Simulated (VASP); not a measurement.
Here is a VASP 6.6.1 calculation.

The input INCAR:

```
SYSTEM = Cu
ALGO = Normal
EDIFF = 1E-6
ENCUT = 520
GGA = PE
ISIF = 2
ISMEAR = 0
LASPH = .TRUE.
LCHARG = .TRUE.
LELF = .TRUE.
LREAL = .FALSE.
LVHAR = .TRUE.
LWAVE = .FALSE.
NBANDS = 12
NELM = 80
PREC = Accurate
SIGMA = 1.0
```

KPOINTS

```
k-points
0
G
  15 15 15
  0 0 0
```

The input POSCAR:

```
Cu
1.0
    0.0000000000      1.8145751207      1.8145751207
    1.8145751207      0.0000000000      1.8145751207
    1.8145751207      1.8145751207      0.0000000000
Cu
1
Direct
    0.0000000000      0.0000000000      0.0000000000
```

Potentials or basis: VASP PAW PBE potentials, release 64 (Cu).

Run with:

```console
$ cat potpaw_PBE.64/Cu/POTCAR > POTCAR
$ mpirun -np 1 vasp_std > vasp.out
```

(1) Predict the pressure.

Answers

(1) 1.4 GPa.
